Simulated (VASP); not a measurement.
# CdS: relaxation of cell and atoms with r2SCAN

Crystal: CdS.

```
Cd S
1.0
     0.00000    2.72688    2.72688
     2.72688    0.00000    2.72688
     2.72688    2.72688    0.00000
Cd S
1 1
Direct
  0.00000 0.00000 0.00000
  0.50000 0.50000 0.50000
```

```yaml
Program: VASP 6.6.1
Task: relaxation of cell and atoms
Functional: r2SCAN
Potentials_or_basis: VASP PAW PBE potentials, release 64 (Cd, S)
Cutoff: 600 eV
k_mesh: 8 × 8 × 8
Occupations: gaussian, width 0.01 eV
Spin: no spin polarisation
Target_pressure: 2 GPa
Dipole_correction: no
Further_INCAR_settings: ALGO = Normal; EDIFF = 1e-06; IBRION = 2; EDIFFG = -0.002; NSW = 100; ISIF = 3
```

```
Relaxed volume                                             : 19.92 Å³/atom
Relaxed cell                                               : a = 3.833 Å, b = 3.833 Å, c = 3.833 Å, α = 60.00°, β = 60.00°, γ = 60.00°
Space group after relaxing (to 0.1 Å)                      : Fm-3m (No. 225)
Energy change on relaxing (the run minimises the enthalpy) : +2.7 meV/atom
Ionic steps                                                : 3
Pressure after relaxing                                    : 2.0 GPa
Band gap on the k mesh                                     : 0.73 eV (least direct gap 2.48 eV)
```

The path:
```
step  energy change (eV)  largest force (eV/Å)  pressure (GPa)  volume (Å³)
   1              0.0000                0.0000            0.42        40.55
   2              0.0123                0.0000            3.06        39.39
   3              0.0054                0.0000            2.00        39.83
```

Final structure:
```xyz
2
Lattice="0.0000 2.7106 2.7106 2.7106 0.0000 2.7106 2.7106 2.7106 0.0000" Properties=species:S:1:pos:R:3 pbc="T T T"
Cd    0.0000    0.0000    0.0000
S     2.7106    2.7106    2.7106
```

Levels at points of the mesh, in eV from the valence-band top:
```
           k point  band 5  band 6  band 7  band 8  band 9  band 10  band 11  band 12  band 13
(0.00, 0.00, 0.00)   -7.90   -7.90   -0.81   -0.81   -0.81     1.68     9.73     9.73     9.73
(0.50, 0.00, 0.00)   -7.68   -7.68   -5.01    0.00    0.00     4.04     6.45     6.45     7.76
(0.50, 0.50, 0.00)   -7.61   -6.84   -4.48   -2.28   -2.28     0.73     6.39    10.91    12.43
```

Run time: 3.2 min on 1 thread of Intel Xeon 8259CL, on a shared host, peak memory 0.21 GiB.

Caveat: the cell is relaxed towards a set pressure, so the run minimises the enthalpy, not the energy; the PAW data sets were made with another functional, which shifts forces and pressure a little. A k mesh can miss the band edges.
